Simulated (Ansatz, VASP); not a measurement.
**Two plane-wave programs on SiC**

```
Si C
1.0
    -2.18986    2.18986    0.00000
     0.00000    0.00000    4.37971
     2.18986    2.18986    0.00000
Si C
2 2
Cartesian
  0.0000 0.0000 0.0000
  0.0000 2.1899 2.1899
  1.0949 1.0949 1.0949
  -1.0949 1.0949 3.2848
```

Alike in both runs: task single point; functional PBE; k mesh 8 × 6 × 8; occupations fermi-dirac, width 0.02 eV; no spin polarisation.

```csv
,VASP,Ansatz
version,VASP 6.6.1,Ansatz 0.2.0
potentials or method,"VASP PAW PBE potentials, release 64 (Si, C)","PAW with Ansatz's default frozen-core files, scalar-relativistic"
plane-wave cutoff (eV),520,420
valence electrons in the cell,16,16
```

```tsv
	VASP	Ansatz	Ansatz less VASP
gap on the k mesh at the Fermi level (eV)	1.37	1.37	+0.002
pressure (GPa)	0.0	0.0	+0.05
```
